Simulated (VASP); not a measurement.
# W16Cl: single point with PBE

The system is W16Cl, a slab with vacuum.

```
W Cl
1.0
     6.36740    0.00000    0.00000
     0.00000    6.36740    0.00000
     0.00000    0.00000   20.14258
W Cl
16 1
Direct
  0.25000 0.25000 0.19858
  0.25000 0.75000 0.19858
  0.75000 0.25000 0.19858
  0.75000 0.75000 0.19858
  0.00000 0.00000 0.27761
  0.00000 0.50000 0.27761
  0.50000 0.00000 0.27761
  0.50000 0.50000 0.27761
  0.25000 0.25000 0.35995
  0.25000 0.75000 0.35995
  0.75000 0.25000 0.35995
  0.75000 0.75000 0.35995
  0.00000 0.00000 0.42907
  0.00000 0.50000 0.42907
  0.50000 0.00000 0.42907
  0.50000 0.50000 0.42907
  0.06250 0.25000 0.52616
```

```yaml
Program: VASP 6.6.1
Task: single point
Functional: PBE
Potentials_or_basis: VASP PAW PBE potentials, release 64 (W_sv, Cl)
Cutoff: 520 eV
k_mesh: 4 × 4 × 1
Occupations: gaussian, width 0.1 eV
Spin: no spin polarisation
```

- Largest force: 2.166 eV/Å
- Band gap on the k mesh: zero (an odd number of electrons rules out a gap without spin polarisation)

Forces in eV/Å, atoms in the order of the input:
```
W    0.058  0.000  2.056
W    0.022  0.000  2.008
W   -0.036  0.000  1.993
W   -0.005  0.000  2.054
W   -0.033 -0.084 -1.979
W   -0.033  0.084 -1.979
W   -0.013 -0.031 -2.165
W   -0.013  0.031 -2.165
W    0.420  0.000 -0.718
W    0.227  0.000 -0.142
W   -0.188  0.000 -0.375
W   -0.612  0.000 -0.269
W    0.264  0.096  0.870
W    0.264 -0.096  0.870
W   -0.041  0.021 -0.034
W   -0.041 -0.021 -0.034
Cl  -0.241  0.000  0.008
```

Levels at points of the mesh, in eV from the Fermi level:
```
           k point  band 114  band 115  band 116  band 117  band 118  band 119
(0.00, 0.00, 0.00)     -0.14     -0.04      0.28      0.38      0.63      0.84
(0.50, 0.00, 0.00)     -0.16     -0.12     -0.12     -0.02     -0.01      0.71
(0.00, 0.50, 0.00)     -0.12     -0.12     -0.03     -0.02      0.40      0.62
(0.50, 0.50, 0.00)     -0.10     -0.10     -0.04     -0.01      0.00      0.00
```

It took 30 min on 1 thread of Intel(R) Xeon(R) 6975P-C (Granite Rapids), with other jobs on the host, peak memory 1 GiB.

Caveat: spin-orbit coupling is left out, which moves the levels of the heavy elements.
